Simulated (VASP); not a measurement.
Set up this calculation in VASP 6.6.1, as the native input.

| Item | Value |
| --- | --- |
| Task | single point |
| Functional | PBEsol |
| Potentials or basis | VASP PAW PBE potentials, release 64 (Ba_sv, Li_sv, Si) |
| Cutoff | 520 eV |
| k mesh | 1 × 1 × 1 |
| Occupations | fermi-dirac, width 0.05 eV |
| Spin | no spin polarisation |
| Dipole correction | no |
| Further INCAR settings | LREAL = Auto; ALGO = Normal; EDIFF = 1e-06; NBANDS = 88 |

The structure of Ba2LiSi3 lies in POSCAR:

```
Ba2LiSi3
1.0
    0.0670438637      7.7211386662      9.7998081129
    4.4252347942      0.1595868941      9.7060801202
    4.5204230218      7.6548569879      0.0811923904
Ba Li Si
8 4 12
Direct
    0.8330282395      0.9026468932      0.1554337119
    0.1424854125      0.0991269418      0.8441217154
    0.3256867676      0.3803224454      0.1747952744
    0.0897156761      0.1321923257      0.3194176802
    0.6165644637      0.6558885885      0.3507641045
    0.3435269119      0.3398579759      0.6578626102
    0.6259765756      0.6376422549      0.9291863613
    0.8369732394      0.9088754998      0.5863164978
    0.2823476336      0.7304057446      0.0723059340
    0.8008376314      0.2509267320      0.8415803184
    0.0891941815      0.4297015260      0.1034172978
    0.3017332595      0.1789205980      0.3960259852
    0.5582166512      0.3527132201      0.2219562594
    0.8618731983      0.1583137312      0.2537464422
    0.2385399584      0.7496880444      0.6628940978
    0.5038628110      0.5534743437      0.7485284343
    0.5832090661      0.8507308855      0.6503186719
    0.9174137247      0.6643318145      0.9183584719
    0.6130632916      0.3558697183      0.5184892647
    0.3066161416      0.6751550929      0.3720942603
    0.9043185370      0.5711627232      0.4704961958
   -0.0047447171      0.5119385786      0.6882474668
    0.4126047481      0.0532780007      0.9573815770
    0.5505379119      0.9662246815      0.0970525832
```

These files were run (other wordings do the same):

INCAR

```
SYSTEM = Ba2LiSi3
  PREC = Accurate
  ENCUT = 520
  EDIFF = 1E-6
  ISMEAR = -1
  SIGMA = 0.05
  LREAL = Auto
  LASPH = .True.
  NELM = 80
  ALGO = Normal
  ISIF = 2
  LWAVE = .False.
  LCHARG = .False.
  GGA = PS
  NBANDS = 88
```

KPOINTS

```
Automatic mesh
0
Gamma
  1 1 1
  0 0 0
```

Potentials or basis: VASP PAW PBE potentials, release 64 (Ba_sv, Li_sv, Si).

Launch:

```console
$ cat potpaw_PBE.64/Ba_sv/POTCAR potpaw_PBE.64/Li_sv/POTCAR potpaw_PBE.64/Si/POTCAR > POTCAR
$ mpirun -np 1 vasp_gam > vasp.out
```

It gave:

```
Largest force : 2.645 eV/Å
```

Caveat: the k points lie up to 0.87 Å⁻¹ apart; the atoms stand as in a frame of molecular dynamics; the PAW data sets were made with another functional, which shifts forces and pressure a little.

Wall time 6.9 min on 1 thread of Intel Xeon 8259CL (shared host), peak memory 0.88 GiB.
